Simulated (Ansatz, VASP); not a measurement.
**One calculation of Li2ZrN3, two programs**

The input INCAR:

```
SYSTEM = Li2ZrN3
PREC = Accurate
ENCUT = 520
EDIFF = 1E-6
ISMEAR = 0
SIGMA = 0.1
LREAL = .FALSE.
LASPH = .TRUE.
NELM = 60
ALGO = Normal
ISIF = 2
LWAVE = .FALSE.
LCHARG = .TRUE.
GGA = PE
LELF = .TRUE.
LVHAR = .TRUE.
NBANDS = 26
```

The input KPOINTS:

```
Automatic mesh
0
G
  6 6 4
  0 0 0
```

The input POSCAR:

```
Li2ZrN3
1.0
    3.8435914500      0.0000000000      0.0000000000
   -1.9217957300      3.3286478400      0.0000000000
    0.0000000000      0.0000000000      6.7854297300
Li Zr N
2 1 3
Direct
    0.0000000000      0.0000000000      0.1608301200
    0.0000000000      0.0000000000      0.8391698800
    0.0000000000      0.0000000000      0.5000000000
    0.5000000000      0.0000000000      0.0000000000
    0.0000000000      0.5000000000      0.0000000000
    0.5000000000      0.5000000000      0.0000000000
```

Input for Ansatz:

```yaml
crystal:
  lattice:
    - [3.84359145, 0.0, 0.0]
    - [-1.92179573, 3.32864784, 0.0]
    - [0.0, 0.0, 6.78542973]
  atoms:
    - { symbol: Li, position: [0.0, 0.0, 0.16083012] }
    - { symbol: Li, position: [0.0, 0.0, 0.83916988] }
    - { symbol: Zr, position: [0.0, 0.0, 0.5] }
    - { symbol: "N", position: [0.5, 0.0, 0.0] }
    - { symbol: "N", position: [0.0, 0.5, 0.0] }
    - { symbol: "N", position: [0.5, 0.5, 0.0] }
basis:
  ecutwfc: 420
kpoints:
  mp_grid: { grid: [6, 6, 4] }
hamiltonian:
  xc: pbe
scf:
  occupations: { method: gaussian, width: 0.1 }
  lower_state_search: "off"
output:
  forces: true
  stress: true
  eigenvalues: true
```

Alike in both runs: task single point; functional PBE; k mesh 6 × 6 × 4; occupations gaussian, width 0.1 eV; no spin polarisation.

|  | VASP | Ansatz |
| --- | --- | --- |
| version | VASP 6.6.1 | Ansatz 0.2.0 |
| potentials or method | VASP PAW PBE potentials, release 64 (Li_sv, Zr_sv, N), cutoff 520 eV | scalar-relativistic, plane waves, PAW |
| valence electrons in the cell | 33 | 33 |

|  | VASP | Ansatz | Ansatz less VASP |
| --- | --- | --- | --- |
| gap on the k mesh at the Fermi level (eV) | none | none | - |
| rms of the force components (eV/Å) | 0.769 | 0.767 | -0.0014 |

Atom by atom the forces differ by 0.001 eV/Å (rms over components). A gap of «none» marks a metal or a gap that the smearing closes. With one functional, cell and mesh, what is left measures potentials, basis and numerics.

Noted on VASP's run: the cutoff is short for stress, so the pressure is rough.
